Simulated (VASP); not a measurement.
# BN (Fm-3m) in VASP: a series of runs

The runs below take BN through G0W0 quasiparticle levels, with PBE.

All numbers are computed with VASP 6.6.1; they aren't measurements. Logs are shortened: lines on timing, memory, paths and dates and some standing lists are left out, and cuts for length are marked.

### Step 1. The cell of the first run

It takes space group Fm-3m (No. 225, cubic). Conventional cell: a = 3.492 Å, b = 3.492 Å, c = 3.492 Å, α = 90.00°, β = 90.00°, γ = 90.00°. Within 2.3 Å of B (site symmetry m-3m) lie 6 N at 1.75 Å. Within 2.3 Å of N (site symmetry m-3m) lie 6 B at 1.75 Å.

### Step 2. G0W0 quasiparticle levels, PBE

File POSCAR:

```
BN
1.0
    0.0000000000      1.7458259400      1.7458259400
    1.7458259400      0.0000000000      1.7458259400
    1.7458259400      1.7458259400      0.0000000000
B N
1 1
Direct
    0.0000000000      0.0000000000      0.0000000000
    0.5000000000      0.5000000000      0.5000000000
```

File INCAR.step1:

```
  ALGO = Normal
  EDIFF = 1E-8
  ENCUT = 500
  GGA = PE
  ISMEAR = 0
  LASPH = T
  LCHARG = F
  LREAL = F
  LWAVE = T
  NELM = 100
  PREC = Accurate
  SIGMA = 0.01
```

File INCAR.step2:

```
  ALGO = Exact
  EDIFF = 1E-8
  ENCUT = 500
  GGA = PE
  ISMEAR = 0
  ISTART = 1
  LASPH = T
  LCHARG = F
  LOPTICS = T
  LREAL = F
  LWAVE = T
  NBANDS = 62
  NELM = 1
  PREC = Accurate
  SIGMA = 0.01
```

File INCAR.step3:

```
  ALGO = EVGW0
  EDIFF = 1E-8
  ENCUT = 500
  ENCUTGW = 180.0
  GGA = PE
  ISMEAR = 0
  ISTART = 1
  LASPH = T
  LCHARG = F
  LREAL = F
  LWAVE = F
  NBANDS = 62
  NBANDSGW = 12
  NELMGW = 1
  NOMEGA = 96
  OMEGAMAX = 20
  PREC = Accurate
  PRECFOCK = Fast
  SIGMA = 0.01
```

File KPOINTS:

```
k-points
0
Gamma
  8 8 8
```

Potentials or basis: VASP PAW PBE potentials, release 64 (B_GW, N_GW).

Run with:

```sh
> cat potpaw_PBE.64/B_GW/POTCAR potpaw_PBE.64/N_GW/POTCAR > POTCAR
> cp INCAR.step1 INCAR
> mpirun -np 1 vasp_std > vasp.out
> cp INCAR.step2 INCAR
> mpirun -np 1 vasp_std > vasp.out
> cp INCAR.step3 INCAR
> mpirun -np 1 vasp_std > vasp.out
```

OUTCAR:

```text
EDIFF = 1E-8
   ENCUT = 500
   ENCUTGW = 180.0
   GGA = PE
   ISMEAR = 0
   ISTART = 1
   LASPH = T
   LREAL = F
   NELMGW = 1
   PREC = Accurate
   PRECFOCK = Fast

 ion  position               nearest neighbor table
   1  0.000  0.000  0.000-   2 1.75   2 1.75   2 1.75   2 1.75   2 1.75   2 1.75
   2  0.500  0.500  0.500-   1 1.75   1 1.75   1 1.75   1 1.75   1 1.75   1 1.75

  LATTYP: Found a face centered cubic cell.
 ALAT       =     3.4916518800

  Lattice vectors:

 A1 = (   0.0000000000,   1.7458259400,   1.7458259400)
 A2 = (   1.7458259400,   0.0000000000,   1.7458259400)
 A3 = (   1.7458259400,   1.7458259400,   0.0000000000)

Analysis of symmetry for initial positions (statically):
=====================================================================
 Subroutine PRICEL returns:
 Original cell was already a primitive cell.

 Routine SETGRP: Setting up the symmetry group for a
 face centered cubic supercell.

 Subroutine GETGRP returns: Found 48 space group operations
 (whereof 48 operations were pure point group operations)
 out of a pool of 48 trial point group operations.

The static configuration has the point symmetry O_h .

Analysis of symmetry for dynamics (positions and initial velocities):
=====================================================================
 Subroutine PRICEL returns:
 Original cell was already a primitive cell.

 Routine SETGRP: Setting up the symmetry group for a
 face centered cubic supercell.

 Subroutine GETGRP returns: Found 48 space group operations
 (whereof 48 operations were pure point group operations)
 out of a pool of 48 trial point group operations.

The dynamic configuration has the point symmetry O_h .

 Subroutine INISYM returns: Found 48 space group operations
 (whereof 48 operations are pure point group operations),
 and found     1 'primitive' translations

----------------------------------------------------------------------------------------

                                     Primitive cell

  volume of cell :      10.6422

  direct lattice vectors                    reciprocal lattice vectors
     0.000000000  1.745825940  1.745825940    -0.286397394  0.286397394  0.286397394
     1.745825940  0.000000000  1.745825940     0.286397394 -0.286397394  0.286397394
     1.745825940  1.745825940  0.000000000     0.286397394  0.286397394 -0.286397394

  length of vectors
     2.468970722  2.468970722  2.468970722     0.496054838  0.496054838  0.496054838

  position of ions in fractional coordinates (direct lattice)
     0.000000000  0.000000000  0.000000000
     0.500000000  0.500000000  0.500000000

  ion indices of the primitive-cell ions
   primitive index   ion index
                 1           1
                 2           2

----------------------------------------------------------------------------------------

 KPOINTS: k-points

Automatic generation of k-mesh.
 Grid dimensions read from file:
 generate k-points for:    8    8    8

 Generating k-lattice:

  Cartesian coordinates                     Fractional coordinates (reciprocal lattice)
    -0.035799674  0.035799674  0.035799674     0.125000000  0.000000000  0.000000000
     0.035799674 -0.035799674  0.035799674     0.000000000  0.125000000  0.000000000
     0.035799674  0.035799674 -0.035799674     0.000000000  0.000000000  0.125000000

  Length of vectors
     0.062006855  0.062006855  0.062006855

  Shift w.r.t. Gamma in fractional coordinates (k-lattice)
     0.000000000  0.000000000  0.000000000

 Subroutine IBZKPT returns following result:
 ===========================================

 Found     29 irreducible k-points:

 Following reciprocal coordinates:
            Coordinates               Weight
  0.000000  0.000000  0.000000      1.000000
  0.125000  0.000000  0.000000      8.000000
  0.250000  0.000000  0.000000      8.000000
  0.375000  0.000000  0.000000      8.000000
  0.500000  0.000000  0.000000      4.000000
  0.125000  0.125000  0.000000      6.000000
[... 16 lines left out ...]
  0.500000  0.250000  0.125000     48.000000
 -0.375000  0.250000  0.125000     24.000000
 [... further k-points ...]
   k-points           NKPTS =     29   k-points in BZ     NKDIM =    512   number of bands    NBANDS=     62
   number of dos      NEDOS =    301   number of ions     NIONS =      2
   total plane-waves  NPLWV =   5832
   dimension x,y,z NGX =    18 NGY =   18 NGZ =   18
   dimension x,y,z NGXF=    36 NGYF=   36 NGZF=   36
   ions per type =               1   1
   NGX,Y,Z   is equivalent  to a cutoff of  12.12, 12.12, 12.12 a.u.
   NGXF,Y,Z  is equivalent  to a cutoff of  24.24, 24.24, 24.24 a.u.
 SYSTEM =  unknown system
   PREC   = accura    normal or accurate (medium, high low for compatibility)
   ISTART =      1    job   : 0-new  1-cont  2-samecut
   ICHARG =      0    charge: 1-file 2-atom 10-const
   ISPIN  =      1    spin polarized calculation?
   LNONCOLLINEAR =      F non collinear calculations
   LSORBIT =      F    spin-orbit coupling
   LASPH  =      T    aspherical Exc in radial PAW
   ENCUT  =  500.0 eV  36.75 Ry    6.06 a.u.   4.50  4.50  4.50*2*pi/ulx,y,z
   NELM   =     60;   NELMIN=  2; NELMDL=  0     # of ELM steps
   EDIFF  = 0.1E-07   stopping-criterion for ELM
   LREAL  =      F    real-space projection
   EDIFFG = 0.1E-06   stopping-criterion for IOM
   NSW    =      0    number of steps for IOM
   IBRION =     -1    ionic relax: 0-MD 1-quasi-New 2-CG
   NFREE  =      0    steps in history (QN), initial steepest desc. (CG)
   ISIF   =      0    stress and relaxation
   ISYM   =      3    0-nonsym 1-usesym 2-fastsym
   POTIM  = 0.5000    time-step for ionic-motion
   TEBEG  =    0.0;   TEEND  =   0.0 temperature during run
   PSTRESS=    0.0 pullay stress
   NELECT =       8.0000    total number of electrons
   NUPDOWN=      -1.0000    fix difference up-down
   EMIN   =  10.00;   EMAX   =-10.00  energy-range for DOS
   EFERMI =   0.00;   METHOD = LEGACY
   ISMEAR =     0;   SIGMA  =   0.01  broadening in eV -4-tet -1-fermi 0-gaus
   EFERMI_NEDOS =   21; number of points for ismear=-14 and -15
   IALGO  =     38    algorithm
   IMIX   =      4    mixing-type and parameters
     AMIX     =   0.40;   BMIX     =  1.00
     AMIX_MAG =   1.60;   BMIX_MAG =  1.00
  volume/ion in A,a.u.               =       5.32        35.91
  Fermi-wavevector in a.u.,A,eV,Ry     =   1.488540  2.812933 30.147133  2.215752
  Thomas-Fermi vector in A             =   2.601562
   LORBIT       =      0    0 simple, 1 ext, 2 COOP (PROOUT), +10 PAW based schemes
   GGA     = PE    functional components
   LHFCALC =     T    Hartree Fock is set to
   PRECFOCK=fast      Normal, Fast or Accurate (Low or Medium for compatibility)
   ENCUT4O =  -1.0   cutoff for four orbital integrals eV
   NKREDX  =     1    reduce k-point grid by
   NKREDY  =     1    reduce k-point grid by
   NKREDZ  =     1    reduce k-point grid by
   AEXX    =    1.0000 exact exchange contribution
   HFSCREEN=    0.0000 screening length (either q_TF or 0.3 A-1)
   HFSCREENC=   0.0000 screening length for correlation (either q_TF or 0.3 A-1)
   ENCUTFOCK=  -1.0 apply spherical cutoff to Coloumb kernel
   IVDW    =     0    specifies the selected vdW correction
   LEPSILON=     F    determine dielectric tensor
   LRPA    =     F    only Hartree local field effects (RPA)
   LRPAFORCE           =     F    calculate RPA forces
   ENCUTGW             = 180.0    cutoff for response function in eV
   ENCUTGWSOFT         = 144.0    soft cutoff for Coulomb kernel in GW response function in eV
   ENCUTLF             =  -1.0    cutoff for local field effects
   NELMGW              =     1    number of iterations in solving QP/BSE equation
   NELMHF              =     1    number of iterations in the inner HF iteration
   NKREDLFX            =     1    NKREDLFY  =   1   NKREDLFZ  =   1
 non-spin polarized calculation
 Gauss-broadening in eV      SIGMA  =   0.01
  energy-cutoff  :      500.00
  volume of cell :       10.64
 maximum number of plane-waves:       290
 NGX is ok and might be reduce to    18
  NGX = 12; NGY = 12; NGZ = 12
   NGX =  9   NGY =  9   NGZ =  9
 maximum number of plane-waves:        64

 QP shifts <psi_nk| G(iteration)W_0 |psi_nk>: iteration 1
 for sc-GW calculations column KS-energies equals QP-energies in previous step
 and V_xc(KS)=  KS-energies - (<T + V_ion + V_H > + <T+V_H+V_ion>^1  + <V_x>^1)

 k-point   1 :       0.0000    0.0000    0.0000
  band No.  KS-energies  QP-energies   sigma(KS)   V_xc(KS)     V^pw_x(r,r')   Z            occupation Imag(sigma)

      1     -12.0372     -13.4201     -17.1780     -15.3640     -26.4592       0.7623       2.0000       1.8711
      2       9.5909       9.1993     -18.1483     -17.6553     -20.9561       0.7943       2.0000       0.0386
      3       9.5909       9.1993     -18.1483     -17.6553     -20.9561       0.7943       2.0000       0.0386
      4       9.5909       9.1993     -18.1483     -17.6553     -20.9561       0.7943       2.0000       0.0386
      5      19.6887      20.3279     -16.1368     -16.9679      -9.6215       0.7693       0.0000      -0.1290
      6      22.5543      23.4218     -13.6413     -14.7921      -5.6416       0.7539       0.0000      -0.2763
      7      22.5543      23.4218     -13.6413     -14.7921      -5.6416       0.7539       0.0000      -0.2763
      8      22.5543      23.4218     -13.6413     -14.7921      -5.6416       0.7539       0.0000      -0.2763
      9      29.0683      29.5677     -12.3088     -12.9125      -5.9671       0.8274       0.0000      -0.2759
     10      29.0683      29.5677     -12.3088     -12.9125      -5.9671       0.8274       0.0000      -0.2759
     11      29.0683      29.5677     -12.3088     -12.9125      -5.9671       0.8274       0.0000      -0.2759
     12      34.6749      34.9473     -10.5883     -10.9258      -3.0131       0.8071       0.0000      -0.4426

 k-point   2 :       0.1250    0.0000    0.0000
  band No.  KS-energies  QP-energies   sigma(KS)   V_xc(KS)     V^pw_x(r,r')   Z            occupation Imag(sigma)
[... 353 lines left out ...]
      1      -5.7534      -6.7964     -18.0710     -16.7122     -26.0894       0.7676       2.0000       1.1004
      2      -1.1017      -2.0145     -15.9878     -14.7878     -21.6463       0.7606       2.0000       0.3983
      3       4.9525       4.3081     -17.1615     -16.3287     -20.9299       0.7738       2.0000       0.0871
      4       6.9414       6.3976     -16.9601     -16.2711     -19.8112       0.7892       2.0000       0.0450
      5      16.6042      17.2625     -14.6776     -15.5064      -9.3173       0.7944       0.0000      -0.0595
      6      17.1588      17.8839     -13.1567     -14.0699      -7.1564       0.7940       0.0000      -0.0679
      7      22.0146      23.0188     -15.2876     -16.5899      -8.3312       0.7711       0.0000      -0.1617
      8      25.1858      26.1615     -15.9421     -17.2584      -7.5069       0.7413       0.0000      -0.4243
      9      31.4782      31.9677     -12.1966     -12.8074      -4.5179       0.8015       0.0000      -0.6130
     10      33.2559      33.7579     -12.2222     -12.8516      -4.1715       0.7976       0.0000      -0.8087
     11      43.1783      43.7930     -12.4877     -13.2381      -3.9787       0.8192       0.0000      -1.5225
     12      44.7568      45.6316     -12.2751     -13.3254      -4.0017       0.8329       0.0000      -1.4822

 [... further k-points ...]
```

Run time: 2.1 min. Hardware: 1 thread of Intel Xeon 6975P-C (Granite Rapids), shared host; peak memory 0.46 GiB.

Results:

```yaml
Quasiparticle_gap: 1.84 eV
Least_direct_quasiparticle_gap: 6.85 eV
Band_gap_of_the_starting_levels_on_the_mesh: 1.33 eV
Least_direct_gap_of_the_starting_levels_on_the_mesh: 5.84 eV
```

Caveat: the k points lie up to 0.39 Å⁻¹ apart; bands, screening cutoff and mesh are small and nothing is extrapolated, so the quasiparticle values aren't converged; the structure was generated, so it needn't be the stable form of BN.

### Step 3. G0W0 quasiparticle levels, PBE

POSCAR is that of step 2.

File INCAR.step1:

```
SYSTEM = BN
PREC = Accurate
ENCUT = 500
EDIFF = 1E-8
ISMEAR = 0
SIGMA = 0.01
LREAL = .False.
LASPH = .True.
NELM = 80
ALGO = Normal
LWAVE = .True.
LCHARG = .False.
GGA = PE
```

File INCAR.step2:

```
SYSTEM = BN
PREC = Accurate
ENCUT = 500
EDIFF = 1E-8
ISMEAR = 0
SIGMA = 0.01
LREAL = .False.
LASPH = .True.
NELM = 1
ALGO = Exact
LWAVE = .True.
LCHARG = .False.
GGA = PE
NBANDS = 62
LOPTICS = .True.
ISTART = 1
```

File INCAR.step3:

```
SYSTEM = BN
PREC = Accurate
ENCUT = 500
EDIFF = 1E-8
ISMEAR = 0
SIGMA = 0.01
LREAL = .False.
LASPH = .True.
ALGO = EVGW0
LWAVE = .False.
LCHARG = .False.
GGA = PE
NELMGW = 1
NBANDS = 62
ENCUTGW = 180.0
NOMEGA = 96
PRECFOCK = Fast
ISTART = 1
NBANDSGW = 12
OMEGAMAX = 30
```

File KPOINTS:

```
regular mesh
0
Gamma
  8 8 8
  0 0 0
```

Potentials or basis: VASP PAW PBE potentials, release 64 (B_GW, N_GW).

Run with:

```sh
> cat potpaw_PBE.64/B_GW/POTCAR potpaw_PBE.64/N_GW/POTCAR > POTCAR
> cp INCAR.step1 INCAR
> mpirun -np 1 vasp_std > vasp.out
> cp INCAR.step2 INCAR
> mpirun -np 1 vasp_std > vasp.out
> cp INCAR.step3 INCAR
> mpirun -np 1 vasp_std > vasp.out
```

OUTCAR:

```text
SYSTEM = BN
   PREC = Accurate
   ENCUT = 500
   EDIFF = 1E-8
   ISMEAR = 0
   LREAL = .False.
   LASPH = .True.
   GGA = PE
   NELMGW = 1
   ENCUTGW = 180.0
   PRECFOCK = Fast
   ISTART = 1

 ion  position               nearest neighbor table
   1  0.000  0.000  0.000-   2 1.75   2 1.75   2 1.75   2 1.75   2 1.75   2 1.75
   2  0.500  0.500  0.500-   1 1.75   1 1.75   1 1.75   1 1.75   1 1.75   1 1.75

  LATTYP: Found a face centered cubic cell.
 ALAT       =     3.4916518800

  Lattice vectors:

 A1 = (   0.0000000000,   1.7458259400,   1.7458259400)
 A2 = (   1.7458259400,   0.0000000000,   1.7458259400)
 A3 = (   1.7458259400,   1.7458259400,   0.0000000000)

Analysis of symmetry for initial positions (statically):
[... 168 lines left out ...]
   NELMGW              =     1    number of iterations in solving QP/BSE equation
   NELMHF              =     1    number of iterations in the inner HF iteration
   NKREDLFX            =     1    NKREDLFY  =   1   NKREDLFZ  =   1
 non-spin polarized calculation
 Gauss-broadening in eV      SIGMA  =   0.01
  energy-cutoff  :      500.00
  volume of cell :       10.64
 maximum number of plane-waves:       290
 NGX is ok and might be reduce to    18
  NGX = 12; NGY = 12; NGZ = 12
   NGX =  9   NGY =  9   NGZ =  9
 maximum number of plane-waves:        64

 QP shifts <psi_nk| G(iteration)W_0 |psi_nk>: iteration 1
 for sc-GW calculations column KS-energies equals QP-energies in previous step
 and V_xc(KS)=  KS-energies - (<T + V_ion + V_H > + <T+V_H+V_ion>^1  + <V_x>^1)

 k-point   1 :       0.0000    0.0000    0.0000
  band No.  KS-energies  QP-energies   sigma(KS)   V_xc(KS)     V^pw_x(r,r')   Z            occupation Imag(sigma)

      1     -12.0372     -13.4300     -17.2037     -15.3640     -26.4592       0.7571       2.0000       1.9242
      2       9.5909       9.2033     -18.1437     -17.6553     -20.9561       0.7935       2.0000       0.0560
      3       9.5909       9.2033     -18.1437     -17.6553     -20.9561       0.7935       2.0000       0.0560
      4       9.5909       9.2033     -18.1437     -17.6553     -20.9561       0.7935       2.0000       0.0560
      5      19.6887      20.3401     -16.1237     -16.9679      -9.6215       0.7717       0.0000      -0.1665
      6      22.5543      23.4393     -13.6210     -14.7921      -5.6416       0.7557       0.0000      -0.3313
      7      22.5543      23.4393     -13.6210     -14.7921      -5.6416       0.7557       0.0000      -0.3313
      8      22.5543      23.4393     -13.6210     -14.7921      -5.6416       0.7557       0.0000      -0.3313
      9      29.0683      29.5853     -12.2891     -12.9125      -5.9671       0.8293       0.0000      -0.3056
     10      29.0683      29.5853     -12.2891     -12.9125      -5.9671       0.8293       0.0000      -0.3056
     11      29.0683      29.5853     -12.2891     -12.9125      -5.9671       0.8293       0.0000      -0.3056
     12      34.6749      34.9671     -10.5634     -10.9258      -3.0131       0.8061       0.0000      -0.4875
[... 356 lines left out ...]
      1      -5.7534      -6.8187     -18.1040     -16.7122     -26.0894       0.7654       2.0000       1.1440
      2      -1.1017      -2.0222     -16.0024     -14.7878     -21.6463       0.7579       2.0000       0.4476
      3       4.9525       4.3061     -17.1621     -16.3287     -20.9299       0.7756       2.0000       0.1213
      4       6.9414       6.4013     -16.9552     -16.2711     -19.8112       0.7896       2.0000       0.0693
      5      16.6042      17.2663     -14.6716     -15.5064      -9.3173       0.7932       0.0000      -0.0909
      6      17.1588      17.8912     -13.1486     -14.0699      -7.1564       0.7949       0.0000      -0.1026
      7      22.0146      23.0281     -15.2750     -16.5899      -8.3312       0.7708       0.0000      -0.2064
      8      25.1858      26.1803     -15.9212     -17.2584      -7.5069       0.7436       0.0000      -0.4825
      9      31.4782      31.9923     -12.1680     -12.8074      -4.5179       0.8041       0.0000      -0.6552
     10      33.2559      33.7889     -12.1862     -12.8516      -4.1715       0.8011       0.0000      -0.8529
     11      43.1783      43.8316     -12.4433     -13.2381      -3.9787       0.8219       0.0000      -1.5596
     12      44.7568      45.6676     -12.2352     -13.3254      -4.0017       0.8354       0.0000      -1.5138

 [... further k-points ...]
```

It took 8.3 min on 1 thread of Intel Xeon 8259CL, shared host; peak memory 0.47 GiB.

Results:

```yaml
Quasiparticle_gap: 1.84 eV
Least_direct_quasiparticle_gap: 6.85 eV
Band_gap_of_the_starting_levels_on_the_mesh: 1.33 eV
Least_direct_gap_of_the_starting_levels_on_the_mesh: 5.84 eV
```

Caveat: the k points lie up to 0.39 Å⁻¹ apart; bands, screening cutoff and mesh are small and nothing is extrapolated, so the quasiparticle values aren't converged; the structure was generated, so it needn't be the stable form of BN.
